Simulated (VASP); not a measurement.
# V (Im-3m) in VASP: single point with LDA

Aim: the single point of V with LDA.

All numbers are computed with VASP 6.6.1; they aren't measurements. Logs are shortened: lines on timing, memory, paths and dates and some standing lists are left out, and cuts for length are marked.

**1. The cell of the first run**

It takes space group Im-3m (No. 229, cubic). Conventional cell: a = 3.029 Å, b = 3.029 Å, c = 3.029 Å, α = 90.00°, β = 90.00°, γ = 90.00°. V (site symmetry m-3m) has 14 V at 2.62 to 3.03 Å within 3.5 Å.

**2. Single point, LDA, collinear spin, ferromagnetic start**

File INCAR:

```
SYSTEM = V
PREC     = Accurate       ! precision mode
ENCUT    = 520            ! plane-wave cutoff, eV
EDIFF    = 1E-7           ! SCF threshold, eV
ISMEAR   = -1             ! smearing method
SIGMA    = 0.05           ! smearing width, eV
LREAL    = .FALSE.        ! projectors in reciprocal space
LASPH    = .TRUE.         ! aspherical terms in the spheres
NELM     = 150            ! most SCF steps
ALGO     = Normal         ! electronic algorithm
ISIF     = 2              ! what is computed and relaxed
LWAVE    = .FALSE.        ! write WAVECAR
LCHARG   = .FALSE.        ! write CHGCAR
ISPIN    = 2              ! spin polarisation
MAGMOM   = 1.5            ! initial moments
LORBIT   = 11             ! projections on sites
LMAXMIX  = 4              ! l up to which the mixer works
GGA      = CA             ! functional
NBANDS   = 16             ! bands
```

File KPOINTS:

```
regular mesh
0
G
  6 6 6
  0 0 0
```

File POSCAR:

```
V
1.0
   -1.5143500000      1.5143500000      1.5143500000
    1.5143500000     -1.5143500000      1.5143500000
    1.5143500000      1.5143500000     -1.5143500000
V
1
Direct
    0.0000000000      0.0000000000      0.0000000000
```

Potentials or basis: VASP PAW LDA potentials, release 64 (V_sv).

On the command line:

```bash
cat potpaw_LDA.64/V_sv/POTCAR > POTCAR
mpirun -np 1 vasp_std > vasp.out
```

OUTCAR:

```text
SYSTEM = V
   PREC = Accurate
   ENCUT = 520
   EDIFF = 1E-7
   ISMEAR = -1
   LREAL = .FALSE.
   LASPH = .TRUE.
   NELM = 150
   ISIF = 2
   ISPIN = 2
   LORBIT = 11
   GGA = CA

 ion  position               nearest neighbor table
   1  0.000  0.000  0.000-

  LATTYP: Found a body centered cubic cell.
 ALAT       =     3.0287000000

  Lattice vectors:

 A1 = (  -1.5143500000,   1.5143500000,   1.5143500000)
 A2 = (   1.5143500000,  -1.5143500000,   1.5143500000)
 A3 = (   1.5143500000,   1.5143500000,  -1.5143500000)

Analysis of symmetry for initial positions (statically):
=====================================================================
 Subroutine PRICEL returns:
 Original cell was already a primitive cell.

 Routine SETGRP: Setting up the symmetry group for a
 body centered cubic supercell.

 Subroutine GETGRP returns: Found 48 space group operations
 (whereof 48 operations were pure point group operations)
 out of a pool of 48 trial point group operations.

The static configuration has the point symmetry O_h .

Analysis of symmetry for dynamics (positions and initial velocities):
=====================================================================
 Subroutine PRICEL returns:
 Original cell was already a primitive cell.

 Routine SETGRP: Setting up the symmetry group for a
 body centered cubic supercell.

 Subroutine GETGRP returns: Found 48 space group operations
 (whereof 48 operations were pure point group operations)
 out of a pool of 48 trial point group operations.

The dynamic configuration has the point symmetry O_h .

Analysis of structural, dynamic, and magnetic symmetry:
=====================================================================
 Subroutine PRICEL returns:
 Original cell was already a primitive cell.

 Routine SETGRP: Setting up the symmetry group for a
 body centered cubic supercell.

 Subroutine GETGRP returns: Found 48 space group operations
 (whereof 48 operations were pure point group operations)
 out of a pool of 48 trial point group operations.

The overall configuration has the point symmetry O_h .

 Subroutine INISYM returns: Found 48 space group operations
 (whereof 48 operations are pure point group operations),
 and found     1 'primitive' translations

----------------------------------------------------------------------------------------

                                     Primitive cell

  volume of cell :      13.8912

  direct lattice vectors                    reciprocal lattice vectors
    -1.514350000  1.514350000  1.514350000     0.000000000  0.330174662  0.330174662
     1.514350000 -1.514350000  1.514350000     0.330174662  0.000000000  0.330174662
     1.514350000  1.514350000 -1.514350000     0.330174662  0.330174662  0.000000000

  length of vectors
     2.622931140  2.622931140  2.622931140     0.466937486  0.466937486  0.466937486

  position of ions in fractional coordinates (direct lattice)
     0.000000000  0.000000000  0.000000000

  ion indices of the primitive-cell ions
   primitive index   ion index
                 1           1

----------------------------------------------------------------------------------------

 KPOINTS: regular mesh

Automatic generation of k-mesh.
 Grid dimensions read from file:
 generate k-points for:    6    6    6

 Generating k-lattice:

  Cartesian coordinates                     Fractional coordinates (reciprocal lattice)
     0.000000000  0.055029110  0.055029110     0.166666667  0.000000000  0.000000000
     0.055029110  0.000000000  0.055029110     0.000000000  0.166666667  0.000000000
     0.055029110  0.055029110  0.000000000     0.000000000  0.000000000  0.166666667

  Length of vectors
     0.077822914  0.077822914  0.077822914

  Shift w.r.t. Gamma in fractional coordinates (k-lattice)
     0.000000000  0.000000000  0.000000000

 Subroutine IBZKPT returns following result:
 ===========================================

 Found     16 irreducible k-points:

 Following reciprocal coordinates:
            Coordinates               Weight
  0.000000  0.000000  0.000000      1.000000
  0.166667  0.000000  0.000000     12.000000
  0.333333  0.000000  0.000000     12.000000
  0.500000  0.000000  0.000000      6.000000
  0.166667  0.166667  0.000000     24.000000
  0.333333  0.166667 -0.000000     48.000000
[... 8 lines left out ...]
  0.500000  0.500000  0.333333     12.000000
  0.500000  0.500000  0.500000      1.000000
   k-points           NKPTS =     16   k-points in BZ     NKDIM =     16   number of bands    NBANDS=     16
   number of dos      NEDOS =    301   number of ions     NIONS =      1
   total plane-waves  NPLWV =   8000
   dimension x,y,z NGX =    20 NGY =   20 NGZ =   20
   dimension x,y,z NGXF=    40 NGYF=   40 NGZF=   40
   ions per type =               1
   NGX,Y,Z   is equivalent  to a cutoff of  12.68, 12.68, 12.68 a.u.
   NGXF,Y,Z  is equivalent  to a cutoff of  25.35, 25.35, 25.35 a.u.
 SYSTEM =  V
   PREC   = accura    normal or accurate (medium, high low for compatibility)
   ISTART =      0    job   : 0-new  1-cont  2-samecut
   ICHARG =      2    charge: 1-file 2-atom 10-const
   ISPIN  =      2    spin polarized calculation?
   LNONCOLLINEAR =      F non collinear calculations
   LSORBIT =      F    spin-orbit coupling
   LASPH  =      T    aspherical Exc in radial PAW
   ENCUT  =  520.0 eV  38.22 Ry    6.18 a.u.   4.88  4.88  4.88*2*pi/ulx,y,z
   NELM   =    150;   NELMIN=  2; NELMDL= -5     # of ELM steps
   EDIFF  = 0.1E-06   stopping-criterion for ELM
   LREAL  =      F    real-space projection
   EDIFFG = 0.1E-05   stopping-criterion for IOM
   NSW    =      0    number of steps for IOM
   IBRION =     -1    ionic relax: 0-MD 1-quasi-New 2-CG
   NFREE  =      0    steps in history (QN), initial steepest desc. (CG)
   ISIF   =      2    stress and relaxation
   ISYM   =      2    0-nonsym 1-usesym 2-fastsym
   POTIM  = 0.5000    time-step for ionic-motion
   TEBEG  =    0.0;   TEEND  =   0.0 temperature during run
   PSTRESS=    0.0 pullay stress
   NELECT =      13.0000    total number of electrons
   NUPDOWN=      -1.0000    fix difference up-down
   EMIN   =  10.00;   EMAX   =-10.00  energy-range for DOS
   EFERMI =   0.00;   METHOD = LEGACY
   ISMEAR =    -1;   SIGMA  =   0.05  broadening in eV -4-tet -1-fermi 0-gaus
   EFERMI_NEDOS =   21; number of points for ismear=-14 and -15
   IALGO  =     38    algorithm
   IMIX   =      4    mixing-type and parameters
     AMIX     =   0.40;   BMIX     =  1.00
     AMIX_MAG =   1.60;   BMIX_MAG =  1.00
  volume/ion in A,a.u.               =      13.89        93.74
  Fermi-wavevector in a.u.,A,eV,Ry     =   1.601313  3.026044 34.888125  2.564205
  Thomas-Fermi vector in A             =   2.698311
   LORBIT       =     11    0 simple, 1 ext, 2 COOP (PROOUT), +10 PAW based schemes
   GGA     = CA    functional components
   LHFCALC =     F    Hartree Fock is set to
   AEXX    =    0.0000 exact exchange contribution
   IVDW    =     0    specifies the selected vdW correction
   LEPSILON=     F    determine dielectric tensor
   LRPA    =     F    only Hartree local field effects (RPA)
 spin polarized calculation
  energy-cutoff  :      520.00
  volume of cell :       13.89
 maximum number of plane-waves:       384
   NGX =  9   NGY =  9   NGZ =  9

 number of electron      12.9999997 magnetization       0.5284324

 Free energy of the ion-electron system (eV)
  ---------------------------------------------------
  ext. energy  EPLUGINS =         0.00000000
  ---------------------------------------------------
  free energy    TOTEN  =        -9.83018035 eV

  energy without entropy =       -9.81580871  energy(sigma->0) =       -9.82299453

 E-fermi :   9.1208     XC(G=0): -13.0542

 val. band max:        9.0776758745   @ k =   0.3333   0.0000   0.0000
 cond. band min:       9.1372536834   @ k =   0.1667   0.0000   0.0000
 fundamental gap:      0.0595778089
 Fermi energy:         9.1208221926

 spin component 1

 k-point     1 :       0.0000    0.0000    0.0000
  band No.  band energies     occupation
      1     -54.0536      1.00000
      2     -27.8052      1.00000
      3     -27.8052      1.00000
      4     -27.8052      1.00000
      5       2.4997      1.00000
      6       9.3022      0.02591
[... 8 lines left out ...]
     15      36.1128      0.00000
     16      39.9267      0.00000

 k-point     2 :       0.1667    0.0000    0.0000
  band No.  band energies     occupation
      1     -54.0080      1.00000
      2     -28.0225      1.00000
      3     -27.8723      1.00000
      4     -27.8065      1.00000
      5       3.5355      1.00000
      6       8.8953      0.98912
[... 8 lines left out ...]
     15      34.8784      0.00000
     16      35.5010      0.00000
[... 234 lines left out ...]
      4     -28.2437      1.00000
      5       6.5778      1.00000
      6       6.7019      1.00000
[... 8 lines left out ...]
     15      32.7945      0.00000
     16      39.4463      0.00000

 k-point    16 :       0.5000    0.5000    0.5000
  band No.  band energies     occupation
      1     -53.7411      1.00000
      2     -28.3828      1.00000
      3     -28.3828      1.00000
      4     -28.3828      1.00000
      5       6.0931      1.00000
      6       6.0931      1.00000
[... 8 lines left out ...]
     15      29.9953      0.00000
     16      40.5784      0.00000
 Fermi energy:         9.1208221926

 spin component 2

 k-point     1 :       0.0000    0.0000    0.0000
  band No.  band energies     occupation
      1     -53.7120      1.00000
      2     -27.4669      1.00000
      3     -27.4669      1.00000
      4     -27.4669      1.00000
      5       2.8158      1.00000
      6       9.6788      0.00001
[... 8 lines left out ...]
     15      36.3848      0.00000
     16      40.2999      0.00000

 k-point     2 :       0.1667    0.0000    0.0000
  band No.  band energies     occupation
      1     -53.6663      1.00000
      2     -27.6843      1.00000
      3     -27.5340      1.00000
      4     -27.4683      1.00000
      5       3.8520      1.00000
      6       9.2697      0.04844
[... 8 lines left out ...]
     15      35.2282      0.00000
     16      35.8294      0.00000
[... 235 lines left out ...]
      5       6.8602      1.00000
      6       6.9845      1.00000
[... 8 lines left out ...]
     15      33.0867      0.00000
     16      39.8186      0.00000

 k-point    16 :       0.5000    0.5000    0.5000
  band No.  band energies     occupation
      1     -53.3995      1.00000
      2     -28.0440      1.00000
      3     -28.0440      1.00000
      4     -28.0440      1.00000
      5       6.3732      1.00000
      6       6.3732      1.00000
[... 8 lines left out ...]
     15      30.2802      0.00000
     16      40.9620      0.00000

------------------------ aborting loop because EDIFF is reached ----------------------------------------

  FORCE on cell =-STRESS in cart. coord.  units (eV):
  Direction    XX          YY          ZZ          XY          YZ          ZX
  --------------------------------------------------------------------------------------
  -------------------------------------------------------------------------------------
  Total       -1.3983740     -1.3983740     -1.3983740      0.0000000      0.0000000     -0.0000000
  in kB     -161.2854376   -161.2854376   -161.2854376      0.0000000      0.0000000     -0.0000000
  external PRESSURE =    -161.2854376 kB  Pullay stress =       0.0000000 kB

 VOLUME and BASIS-vectors are now :
 -----------------------------------------------------------------------------
  energy-cutoff  :      520.00
  volume of cell :       13.89
      direct lattice vectors                 reciprocal lattice vectors
    -1.514350000  1.514350000  1.514350000     0.000000000  0.330174662  0.330174662
     1.514350000 -1.514350000  1.514350000     0.330174662  0.000000000  0.330174662
     1.514350000  1.514350000 -1.514350000     0.330174662  0.330174662  0.000000000

 POSITION                                       TOTAL-FORCE (eV/Angst)
 -----------------------------------------------------------------------------------
      0.00000      0.00000      0.00000         0.000000      0.000000     -0.000000
 -----------------------------------------------------------------------------------
    total drift:                                0.000000     -0.000000      0.000000

  FREE ENERGIE OF THE ION-ELECTRON SYSTEM (eV)
  ---------------------------------------------------
  free  energy   TOTEN  =        -9.8301803461 eV

  energy  without entropy=       -9.8158087105  energy(sigma->0) =       -9.82299453

 total charge

# of ion       s       p       d       tot
------------------------------------------
    1        2.335   6.210   3.079  11.624

 magnetization (x)

# of ion       s       p       d       tot
------------------------------------------
    1        0.008   0.044   0.365   0.417
```

Run time: 3.9 s. Hardware: 1 thread of Intel Xeon Platinum 8481C at 2.70GHz (Sapphire Rapids), shared host; peak memory 0.12 GiB.

What came out:

```yaml
Free_energy: -9.8302 eV
Pressure: -16.1 GPa
Net_moment: 0.53 μB per cell
Site_moments: V +0.42 μB
Valence_electrons_inside_the_program's_atomic_spheres: V 11.62
```

Caveat: the k points lie up to 0.49 Å⁻¹ apart.
